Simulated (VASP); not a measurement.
A run of VASP 6.6.1:

File INCAR:

```
ALGO     = Normal         # electronic algorithm
EDIFF    = 1E-7           # SCF threshold, eV
ENCUT    = 520            # plane-wave cutoff, eV
GGA      = PS             # functional
ISIF     = 2              # what is computed and relaxed
ISMEAR   = -1             # smearing method
LASPH    = True           # aspherical terms in the spheres
LCHARG   = False          # write CHGCAR
LREAL    = False          # projectors in reciprocal space
LWAVE    = False          # write WAVECAR
NBANDS   = 36             # bands
NELM     = 60             # most SCF steps
PREC     = Accurate       # precision mode
SIGMA    = 0.05           # smearing width, eV
```

File KPOINTS:

```
k-points
0
Gamma
  10 10 3
```

POSCAR

```
ScTaN
1.0
    3.0530948554      0.0000000000      0.0000000000
   -1.5265474277      2.6440577050      0.0000000000
    0.0000000000      0.0000000000     10.2112136676
Ta Sc N
2 2 2
Direct
    0.3333333333      0.6666666667      0.2458165599
    0.6666666667      0.3333333333      0.7541834401
    0.0000000000      0.0000000000      0.0000000000
    0.0000000000      0.0000000000      0.5000000000
    0.3333333333      0.6666666667      0.6299367332
    0.6666666667      0.3333333333      0.3700632668
```

Potentials or basis: VASP PAW PBE potentials, release 64 (Ta_pv, Sc_sv, N).

The run is started by

```console
$ cat potpaw_PBE.64/Ta_pv/POTCAR potpaw_PBE.64/Sc_sv/POTCAR potpaw_PBE.64/N/POTCAR > POTCAR
$ mpirun -np 1 vasp_std > vasp.out
```

Hardware: 1 thread of Intel Xeon 6975P-C (shared host).

**Question.** How long does it take, and how much memory?

**Answer.** Wall time 2.2 min on 1 thread of Intel Xeon 6975P-C (shared host), peak memory 0.26 GiB. Counts: scf iterations 16, k points 36.
